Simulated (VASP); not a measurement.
# H4CO in VASP: a series of runs

The runs below take H4CO through single point, with r2SCAN+D3(BJ).

All numbers are computed with VASP 6.6.1; they aren't measurements. Logs are shortened: lines on timing, memory, paths and dates and some standing lists are left out, and cuts for length are marked.

**1. The cell of the first run**

The cell holds a disordered packing, 36 atoms: a = 8.055 Å, b = 8.055 Å, c = 8.055 Å, α = 90.00°, β = 90.00°, γ = 90.00°.

**2. Single point, r2SCAN+D3(BJ)**

Input file POSCAR:

```
H4CO
1.0
    8.0548320000      0.0000000000      0.0000000000
    0.0000000000      8.0548320000      0.0000000000
    0.0000000000      0.0000000000      8.0548320000
C O H
6 6 24
Direct
    0.7585260624      0.5879700533      0.2310166121
    0.1342051578      0.7901344187      0.7279481434
    0.3361957146      0.2649589712      0.4700780848
    0.5562623777      0.1441494993     -0.0414409636
    0.6112107614      0.6090505674      0.6983013426
    0.2886093714      0.8406630951      0.3092553637
    0.6147490103      0.5309111351      0.3107079080
    0.0645326929      0.6747006021      0.6157546178
    0.3107327378      0.2598440290      0.2958969225
    0.5667405602      0.0915351183      0.1273769583
    0.7451552062      0.5338038087      0.6179768864
    0.3028492711      0.6826088986      0.3714416390
    0.8084339934      0.5037349010      0.1428955936
    0.6551347067      0.5272735670      0.4250367978
    0.7360674934      0.7035652637      0.1559809069
    0.8696519058      0.6048046688      0.3176726715
    0.0297337052      0.8796831517      0.7471664213
    0.1493389310      0.6569472833      0.5342135007
    0.1685572089      0.7417535214      0.8462001442
    0.2304206965      0.8738853895      0.6824847495
    0.2965673275      0.1400774094      0.5137289021
    0.3379338017      0.3684868909      0.2541704160
    0.4732811311      0.2553374173      0.5079063102
    0.2639161189      0.3628256927      0.5331209887
    0.6344142249      0.0637753835     -0.1213433129
    0.4836103348      0.1502576342      0.1875023588
    0.4310952730      0.1237021455     -0.0863332718
    0.6150717979      0.2662873664     -0.0533468606
    0.4924125047      0.5427673724      0.6730245895
    0.8430343426      0.6073000654      0.6191314729
    0.6333837875      0.6153200961      0.8244368101
    0.6091250569      0.7374952078      0.6490141570
    0.1781911777      0.8960584156      0.3533531177
    0.4050487956      0.6289392504      0.3437191490
    0.3937139844      0.9152270339      0.3501624863
    0.2817811718      0.8413459151      0.1763289414
```

Input file INCAR.step1:

```
SYSTEM = H4CO
  PREC = Accurate
  ENCUT = 520
  ISMEAR = -1
  SIGMA = 0.02
  LREAL = Auto
  LASPH = .True.
  NELM = 60
  NBANDS = 66
  GGA = PE
  ALGO = Normal
  EDIFF = 1E-4
  LWAVE = .True.
  LCHARG = .False.
```

Input file INCAR.step2:

```
SYSTEM = H4CO
  PREC = Accurate
  ENCUT = 520
  EDIFF = 1E-6
  ISMEAR = -1
  SIGMA = 0.02
  LREAL = Auto
  LASPH = .True.
  NELM = 60
  ALGO = Normal
  ISIF = 2
  LWAVE = .False.
  LCHARG = .True.
  METAGGA = R2SCAN
  LMIXTAU = .True.
  IVDW = 12
  VDW_S6 = 1.0
  VDW_S8 = 0.78981345
  VDW_A1 = 0.49484001
  VDW_A2 = 5.73083694
  LELF = .True.
  LVHAR = .True.
  NBANDS = 66
  ISTART = 1
```

Input file KPOINTS:

```
regular mesh
0
Gamma
  1 1 1
  0 0 0
```

Potentials or basis: VASP PAW PBE potentials, release 64 (C, O, H).

On the command line:

```console
cat potpaw_PBE.64/C/POTCAR potpaw_PBE.64/O/POTCAR potpaw_PBE.64/H/POTCAR > POTCAR
cp INCAR.step1 INCAR
mpirun -np 1 vasp_gam > vasp.out
cp INCAR.step2 INCAR
mpirun -np 1 vasp_gam > vasp.out
```

OUTCAR:

```text
SYSTEM = H4CO
   PREC = Accurate
   ENCUT = 520
   EDIFF = 1E-6
   ISMEAR = -1
   LREAL = Auto
   LASPH = .True.
   NELM = 60
   ISIF = 2
   METAGGA = R2SCAN
   IVDW = 12
   ISTART = 1
 IVDW          = 12

 ion  position               nearest neighbor table
   1  0.759  0.588  0.231-  13 1.06  15 1.12  16 1.14   7 1.40
   2  0.134  0.790  0.728-  19 1.07  20 1.09  17 1.12   8 1.41
   3  0.336  0.265  0.470-  24 1.10  21 1.11  23 1.15   9 1.42
   4  0.556  0.144  0.959-  27 1.08  28 1.10  25 1.11  10 1.43
   5  0.611  0.609  0.698-  31 1.03  32 1.11  29 1.11  11 1.40
   6  0.289  0.841  0.309-  33 1.06  36 1.07  35 1.09  12 1.37
   7  0.615  0.531  0.311-  14 0.98   1 1.40
   8  0.065  0.675  0.616-  18 0.96   2 1.41
   9  0.311  0.260  0.296-  22 0.96   3 1.42
  10  0.567  0.092  0.127-  26 0.95   4 1.43
  11  0.745  0.534  0.618-  30 0.99   5 1.40
  12  0.303  0.683  0.371-  34 0.96   6 1.37
  13  0.808  0.504  0.143-   1 1.06
  14  0.655  0.527  0.425-   7 0.98
  15  0.736  0.704  0.156-   1 1.12
  16  0.870  0.605  0.318-   1 1.14
  17  0.030  0.880  0.747-   2 1.12
  18  0.149  0.657  0.534-   8 0.96
[... 16 lines left out ...]
  35  0.394  0.915  0.350-   6 1.09
  36  0.282  0.841  0.176-   6 1.07

  LATTYP: Found a simple cubic cell.
 ALAT       =     8.0548320000

  Lattice vectors:

 A1 = (   8.0548320000,   0.0000000000,   0.0000000000)
 A2 = (   0.0000000000,   8.0548320000,   0.0000000000)
 A3 = (   0.0000000000,   0.0000000000,   8.0548320000)

Analysis of symmetry for initial positions (statically):
=====================================================================
 Subroutine PRICEL returns:
 Original cell was already a primitive cell.

 Routine SETGRP: Setting up the symmetry group for a
 simple cubic supercell.

 Subroutine GETGRP returns: Found  1 space group operations
 (whereof  1 operations were pure point group operations)
 out of a pool of 48 trial point group operations.

The static configuration has the point symmetry C_1 .

Analysis of symmetry for dynamics (positions and initial velocities):
=====================================================================
 Subroutine PRICEL returns:
 Original cell was already a primitive cell.

 Routine SETGRP: Setting up the symmetry group for a
 simple cubic supercell.

 Subroutine GETGRP returns: Found  1 space group operations
 (whereof  1 operations were pure point group operations)
 out of a pool of 48 trial point group operations.

The dynamic configuration has the point symmetry C_1 .

 Subroutine INISYM returns: Found  1 space group operations
 (whereof  1 operations are pure point group operations),
 and found     1 'primitive' translations

----------------------------------------------------------------------------------------

                                     Primitive cell

  volume of cell :     522.6001

  direct lattice vectors                    reciprocal lattice vectors
     8.054832000  0.000000000  0.000000000     0.124149082  0.000000000  0.000000000
     0.000000000  8.054832000  0.000000000     0.000000000  0.124149082  0.000000000
     0.000000000  0.000000000  8.054832000     0.000000000  0.000000000  0.124149082

  length of vectors
     8.054832000  8.054832000  8.054832000     0.124149082  0.124149082  0.124149082

  position of ions in fractional coordinates (direct lattice)
     0.758526062  0.587970053  0.231016612
     0.134205158  0.790134419  0.727948143
     0.336195715  0.264958971  0.470078085
     0.556262378  0.144149499  0.958559036
     0.611210761  0.609050567  0.698301343
     0.288609371  0.840663095  0.309255364
[... 28 lines left out ...]
     0.393713984  0.915227034  0.350162486
     0.281781172  0.841345915  0.176328941

  ion indices of the primitive-cell ions
   primitive index   ion index
                 1           1
                 2           2
                 3           3
                 4           4
                 5           5
                 6           6
[... 28 lines left out ...]
                35          35
                36          36

----------------------------------------------------------------------------------------

 KPOINTS: regular mesh

Automatic generation of k-mesh.
 Grid dimensions read from file:
 generate k-points for:    1    1    1

 Generating k-lattice:

  Cartesian coordinates                     Fractional coordinates (reciprocal lattice)
     0.124149082  0.000000000  0.000000000     1.000000000  0.000000000  0.000000000
     0.000000000  0.124149082  0.000000000     0.000000000  1.000000000  0.000000000
     0.000000000  0.000000000  0.124149082     0.000000000  0.000000000  1.000000000

  Length of vectors
     0.124149082  0.124149082  0.124149082

  Shift w.r.t. Gamma in fractional coordinates (k-lattice)
     0.000000000  0.000000000  0.000000000

 Subroutine IBZKPT returns following result:
 ===========================================

 Found      1 irreducible k-points:

 Following reciprocal coordinates:
            Coordinates               Weight
  0.000000  0.000000  0.000000      1.000000
   k-points           NKPTS =      1   k-points in BZ     NKDIM =      1   number of bands    NBANDS=     66
   number of dos      NEDOS =    301   number of ions     NIONS =     36
   total plane-waves  NPLWV = 216000
   dimension x,y,z NGX =    60 NGY =   60 NGZ =   60
   dimension x,y,z NGXF=   120 NGYF=  120 NGZF=  120
   ions per type =               6   6  24
   NGX,Y,Z   is equivalent  to a cutoff of  12.38, 12.38, 12.38 a.u.
   NGXF,Y,Z  is equivalent  to a cutoff of  24.77, 24.77, 24.77 a.u.
 SYSTEM =  H4CO
   PREC   = accura    normal or accurate (medium, high low for compatibility)
   ISTART =      1    job   : 0-new  1-cont  2-samecut
   ICHARG =      0    charge: 1-file 2-atom 10-const
   ISPIN  =      1    spin polarized calculation?
   LNONCOLLINEAR =      F non collinear calculations
   LSORBIT =      F    spin-orbit coupling
   LASPH  =      T    aspherical Exc in radial PAW
   ENCUT  =  520.0 eV  38.22 Ry    6.18 a.u.  14.98 14.98 14.98*2*pi/ulx,y,z
   NELM   =     60;   NELMIN=  2; NELMDL=  0     # of ELM steps
   EDIFF  = 0.1E-05   stopping-criterion for ELM
   LREAL  =      T    real-space projection
   EDIFFG = 0.1E-04   stopping-criterion for IOM
   NSW    =      0    number of steps for IOM
   IBRION =     -1    ionic relax: 0-MD 1-quasi-New 2-CG
   NFREE  =      0    steps in history (QN), initial steepest desc. (CG)
   ISIF   =      2    stress and relaxation
   ISYM   =      2    0-nonsym 1-usesym 2-fastsym
   POTIM  = 0.5000    time-step for ionic-motion
   TEBEG  =    0.0;   TEEND  =   0.0 temperature during run
   PSTRESS=    0.0 pullay stress
   NELECT =      84.0000    total number of electrons
   NUPDOWN=      -1.0000    fix difference up-down
   EMIN   =  10.00;   EMAX   =-10.00  energy-range for DOS
   EFERMI =   0.00;   METHOD = LEGACY
   ISMEAR =    -1;   SIGMA  =   0.02  broadening in eV -4-tet -1-fermi 0-gaus
   EFERMI_NEDOS =   21; number of points for ismear=-14 and -15
   IALGO  =     38    algorithm
   IMIX   =      4    mixing-type and parameters
     AMIX     =   0.40;   BMIX     =  1.00
     AMIX_MAG =   1.60;   BMIX_MAG =  1.00
  volume/ion in A,a.u.               =      14.52        97.96
  Fermi-wavevector in a.u.,A,eV,Ry     =   0.890112  1.682068 10.779893  0.792300
  Thomas-Fermi vector in A             =   2.011761
   LORBIT       =      0    0 simple, 1 ext, 2 COOP (PROOUT), +10 PAW based schemes
   METAGGA = R2SCAN    functional components
   LHFCALC =     F    Hartree Fock is set to
   AEXX    =    0.0000 exact exchange contribution
   IVDW    =    12    specifies the selected vdW correction
   LEPSILON=     F    determine dielectric tensor
   LRPA    =     F    only Hartree local field effects (RPA)
 non-spin polarized calculation
  energy-cutoff  :      520.00
  volume of cell :      522.60
 maximum number of plane-waves:      6999
 NGX is ok and might be reduce to    60
   NGX = 29   NGY = 29   NGZ = 29

 number of electron      83.9999989 magnetization

 Free energy of the ion-electron system (eV)
  ---------------------------------------------------
  ext. energy  EPLUGINS =         0.00000000
  ---------------------------------------------------
  free energy    TOTEN  =      -193.64131386 eV

  energy without entropy =     -193.64131386  energy(sigma->0) =     -193.64131386

 E-fermi :  -3.4246     XC(G=0):  -5.2473

 val. band max:       -3.9235187989   @ k =   0.0000   0.0000   0.0000
 cond. band min:       1.3075167291   @ k =   0.0000   0.0000   0.0000
 fundamental gap:      5.2310355280
 Fermi energy:        -3.4246355708

 k-point     1 :       0.0000    0.0000    0.0000
  band No.  band energies     occupation
      1     -25.4402      2.00000
      2     -25.2135      2.00000
      3     -25.1873      2.00000
      4     -25.0161      2.00000
      5     -24.7377      2.00000
      6     -24.0233      2.00000
[... 46 lines left out ...]
     53       4.4365      0.00000
     54       4.5360      0.00000
 [bands above 54 left out]

------------------------ aborting loop because EDIFF is reached ----------------------------------------

 Edisp (eV)   -0.46756

 E8    (eV) :    -0.0724

  FORCE on cell =-STRESS in cart. coord.  units (eV):
  Direction    XX          YY          ZZ          XY          YZ          ZX
  --------------------------------------------------------------------------------------
  -------------------------------------------------------------------------------------
  Total      -2.91532     2.76792     6.45754    -2.69660     1.00774    -3.92785
  in kB      -8.93772     8.48584    19.79739    -8.26720     3.08951   -12.04192
  external pressure =        6.45 kB  Pullay stress =        0.00 kB

 VOLUME and BASIS-vectors are now :
 -----------------------------------------------------------------------------
  energy-cutoff  :      520.00
  volume of cell :      522.60
      direct lattice vectors                 reciprocal lattice vectors
     8.054832000  0.000000000  0.000000000     0.124149082  0.000000000  0.000000000
     0.000000000  8.054832000  0.000000000     0.000000000  0.124149082  0.000000000
     0.000000000  0.000000000  8.054832000     0.000000000  0.000000000  0.124149082

 POSITION                                       TOTAL-FORCE (eV/Angst)
 -----------------------------------------------------------------------------------
      6.10980      4.73600      1.86080         1.649253      1.805890     -0.564467
      1.08100      6.36440      5.86350        -2.161512      2.292918      0.047244
      2.70800      2.13420      3.78640         1.031412     -1.872996      1.089968
      4.48060      1.16110      7.72103         1.124881     -0.784093      0.172656
      4.92320      4.90580      5.62470        -0.827245      1.256264     -1.927568
      2.32470      6.77140      2.49100         1.126418      1.035491     -0.483001
[... 28 lines left out ...]
      3.17130      7.37200      2.82050         0.135321      0.328692     -0.182539
      2.26970      6.77690      1.42030         0.145564      0.126024     -0.842525
 -----------------------------------------------------------------------------------
    total drift:                               -0.026922      0.022223     -0.016992

  FREE ENERGIE OF THE ION-ELECTRON SYSTEM (eV)
  ---------------------------------------------------
  free  energy   TOTEN  =      -194.1088776344 eV

  energy  without entropy=     -194.1088776344  energy(sigma->0) =     -194.10887763
```

Wall time 6.9 min (1 thread of Intel Xeon Platinum 8259CL at 2.50GHz (Skylake/Cascade Lake), shared host); peak memory 0.54 GiB.

What came out:

```yaml
Free_energy: -194.1089 eV
Pressure: 0.6 GPa
Largest_force: 3.151 eV/Å
Band_gap_on_the_k_mesh: 5.23 eV
Dispersion_energy_per_atom: -0.013 eV
```

Forces in eV/Å, atoms in the order of the input:
```
C    1.649  1.806 -0.564
C   -2.162  2.293  0.047
C    1.031 -1.873  1.090
C    1.125 -0.784  0.173
C   -0.827  1.256 -1.928
C    1.126  1.035 -0.483
O   -0.262  0.020  0.299
O    0.286 -0.204  0.241
O    0.123  0.288 -0.099
O    0.964 -0.790 -0.768
O    0.937 -0.926 -0.835
O   -1.277 -1.926  1.266
H   -0.010 -1.273 -0.839
H   -0.235 -0.432  0.630
H    0.063 -0.409  0.894
H   -1.351  0.235 -0.468
H    0.546 -0.300  0.503
H    0.506 -0.511 -0.990
H    0.320 -0.714  0.676
H    0.431 -0.568 -0.534
H   -0.434  0.708 -0.015
H    0.051  0.232 -0.197
H   -1.144  0.968 -0.545
H    0.412 -0.215 -0.186
H   -0.112 -0.040  0.569
H   -0.777  0.502  0.566
H   -0.416  0.755 -0.301
H   -0.753  0.313 -0.295
H    0.746  0.322 -0.018
H   -0.139 -0.448  0.081
H    0.138  0.022  2.465
H   -0.831 -0.168  0.343
H   -1.116  0.409  0.576
H    1.112 -0.039 -0.327
H    0.135  0.329 -0.183
H    0.146  0.126 -0.843
```

Stress tensor (GPa, compression positive):
```
-0.89 -0.83 -1.20
-0.83  0.85  0.31
-1.20  0.31  1.98
```

Levels at points of the mesh, in eV from the valence-band top:
| k point | band 39 | band 40 | band 41 | band 42 | band 43 | band 44 | band 45 | band 46 |
| --- | --- | --- | --- | --- | --- | --- | --- | --- |
| (0.00, 0.00, 0.00) | -0.78 | -0.68 | -0.55 | 0.00 | 5.23 | 6.47 | 6.53 | 6.92 |

Caveat: the k points lie up to 0.78 Å⁻¹ apart; the atoms stand as in a frame of molecular dynamics; the PAW data sets were made with another functional, which shifts forces and pressure a little.

**3. Single point, r2SCAN+D3(BJ)**

Input file POSCAR:

```
H4CO
1.0
    8.0548320000      0.0000000000      0.0000000000
    0.0000000000      8.0548320000      0.0000000000
    0.0000000000      0.0000000000      8.0548320000
C O H
6 6 24
Direct
    0.7756710506      0.5812784177      0.2240642635
    0.1199155985      0.7879121501      0.7297483051
    0.3322477738      0.2532392979      0.4759006768
    0.5593164451      0.1337830510     -0.0352210946
    0.6114342298      0.6223717639      0.7021747940
    0.2961576356      0.8380435495      0.3027127071
    0.6137309878      0.5271245881      0.3004035342
    0.0650541191      0.6604358725      0.6173561410
    0.3135012623      0.2690310611      0.2977591587
    0.5707133308      0.1003869479      0.1364770861
    0.7437523216      0.5311966780      0.6200998357
    0.3123839206      0.6675372000      0.3780712000
    0.8224255950      0.4881169464      0.1388731633
    0.6444206409      0.4774773701      0.4052970937
    0.7491031470      0.6986613749      0.1551863527
    0.8684228299      0.5923401009      0.3270459272
    0.0413168146      0.8999691117      0.7456145578
    0.1487306005      0.6543525675      0.5246912661
    0.1187113524      0.7295869113      0.8537856531
    0.2480002066      0.8236422560      0.6971467561
    0.2550891192      0.1521943599      0.5134433592
    0.3284860566      0.3874941153      0.2654307377
    0.4623311821      0.2527054568      0.5046411893
    0.2776842521      0.3673198895      0.5277949931
    0.6412300095      0.0481946737     -0.0905170958
    0.4975646916      0.1795568176      0.1931263123
    0.4329699241      0.1245215294     -0.0823853309
    0.5888887565      0.2584038997     -0.0697717842
    0.5014133132      0.5697325531      0.6572700709
    0.8504460428      0.5788326808      0.6480209643
    0.6227069665      0.6030417518      0.8440399502
    0.5876100209      0.7516482032      0.6747130170
    0.1752240146      0.8848477535      0.3526578829
    0.4308097301      0.6366985680      0.3736142479
    0.3981088619      0.9231601603      0.3388773347
    0.2915392897      0.8294524330      0.1680606126
```

Input file INCAR.step1:

```
SYSTEM = H4CO
PREC = Accurate ; ENCUT = 520
ISMEAR = -1 ; SIGMA = 0.02
LREAL = Auto ; LASPH = .TRUE.
NELM = 100 ; NBANDS = 66
GGA = PE ; ALGO = Normal
EDIFF = 1E-4 ; LWAVE = .TRUE.
LCHARG = .FALSE.
```

Input file INCAR.step2:

```
SYSTEM = H4CO
PREC = Accurate ; ENCUT = 520
EDIFF = 1E-7 ; ISMEAR = -1
SIGMA = 0.02 ; LREAL = Auto
LASPH = .TRUE. ; NELM = 100
ALGO = Normal ; ISIF = 2
LWAVE = .FALSE. ; LCHARG = .FALSE.
METAGGA = R2SCAN ; LMIXTAU = .TRUE.
IVDW = 12 ; VDW_S6 = 1.0
VDW_S8 = 0.78981345 ; VDW_A1 = 0.49484001
VDW_A2 = 5.73083694 ; NBANDS = 66
ISTART = 1
```

Input file KPOINTS:

```
regular mesh
0
G
  1 1 1
  0 0 0
```

Potentials or basis: VASP PAW PBE potentials, release 64 (C, O, H).

On the command line:

```console
cat potpaw_PBE.64/C/POTCAR potpaw_PBE.64/O/POTCAR potpaw_PBE.64/H/POTCAR > POTCAR
cp INCAR.step1 INCAR
mpirun -np 1 vasp_gam > vasp.out
cp INCAR.step2 INCAR
mpirun -np 1 vasp_gam > vasp.out
```

Run time: 8.2 min. Hardware: 1 thread of Intel Xeon Platinum 8259CL at 2.50GHz (Skylake/Cascade Lake), shared host; peak memory 0.54 GiB.

Results (log left out):

```yaml
Free_energy: -194.2268 eV
Pressure: -1.4 GPa
Largest_force: 2.624 eV/Å
Band_gap_on_the_k_mesh: 5.08 eV
Dispersion_energy_per_atom: -0.013 eV
```

Forces in eV/Å, atoms in the order of the input:
```
C   -0.958  0.257  1.054
C    0.394 -0.576  0.806
C   -0.807  2.228 -1.126
C   -0.929  0.194  0.643
C    1.313 -1.009  1.895
C   -0.541 -0.659  1.155
O    1.057  0.350 -0.970
O    0.458  0.635 -0.773
O    0.188  0.809 -0.661
O   -0.149  0.499  0.409
O   -1.095  0.759  0.300
O    0.141  1.388 -0.445
H   -0.226 -0.330 -0.214
H    0.392  0.058  0.305
H    0.341 -0.616  0.678
H   -0.626  0.402 -0.707
H   -0.012 -0.425 -0.821
H   -0.660  0.003  0.780
H    0.319  0.218 -0.153
H   -0.336  0.103  0.229
H    0.136 -0.805  0.364
H   -0.142 -1.124  0.589
H    0.556 -0.624  0.548
H    0.116 -0.269  0.356
H    0.647 -0.742 -1.020
H   -0.028 -0.332  0.040
H   -0.413 -0.695 -0.107
H    0.863  0.986  0.003
H   -1.458 -1.171 -0.150
H    0.459  0.193 -0.237
H   -0.317  0.343 -1.604
H    1.063  0.732 -0.264
H    0.786 -0.170 -0.472
H   -0.196  0.049 -0.324
H   -0.343 -0.593 -0.041
H    0.007 -0.068 -0.063
```

Stress tensor (GPa, compression positive):
```
-1.32  0.79  0.76
 0.79 -1.47  0.62
 0.76  0.62 -1.29
```

Levels at points of the mesh, in eV from the valence-band top:
```csv
k point,band 38,band 39,band 40,band 41,band 42,band 43,band 44,band 45,band 46,band 47
"(0.00, 0.00, 0.00)",-1.04,-0.91,-0.85,-0.65,0.00,5.08,6.12,6.48,6.53,6.73
```

Caveat: the k points lie up to 0.78 Å⁻¹ apart; the atoms stand as in a frame of molecular dynamics; the PAW data sets were made with another functional, which shifts forces and pressure a little.
